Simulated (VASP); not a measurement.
Write the native input for VASP 6.6.1 that does the following.

| Quantity | Value |
| --- | --- |
| Task | single point |
| Functional | LDA |
| Potentials or basis | VASP PAW LDA potentials, release 64 (Li_sv) |
| Cutoff | 520 eV |
| k mesh | 16 × 16 × 16 |
| Occupations | fermi-dirac, width 0.05 eV |
| Spin | no spin polarisation |
| Dipole correction | no |
| Further INCAR settings | ALGO = Normal; EDIFF = 1e-07; NBANDS = 8 |

The structure of Li lies in POSCAR:

```
Li
1.0
   -1.6396335058      1.6396335058      1.6396335058
    1.6396335058     -1.6396335058      1.6396335058
    1.6396335058      1.6396335058     -1.6396335058
Li
1
Direct
    0.0000000000      0.0000000000      0.0000000000
```

These files were run (other wordings do the same):

INCAR

```
SYSTEM = Li
  PREC = Accurate
  ENCUT = 520
  EDIFF = 1E-7
  ISMEAR = -1
  SIGMA = 0.05
  LREAL = .FALSE.
  LASPH = .TRUE.
  NELM = 80
  ALGO = Normal
  ISIF = 2
  LWAVE = .FALSE.
  LCHARG = .FALSE.
  NBANDS = 8
```

KPOINTS

```
regular mesh
0
G
  16 16 16
  0 0 0
```

Potentials or basis: VASP PAW LDA potentials, release 64 (Li_sv).

Launch:

```console
$ cat potpaw_LDA.64/Li_sv/POTCAR > POTCAR
$ mpirun -np 1 vasp_std > vasp.out
```

It took 12 s on 1 thread of AMD EPYC 9R45 96-Core Processor (Zen 5), on a shared host, peak memory 0.1 GiB.
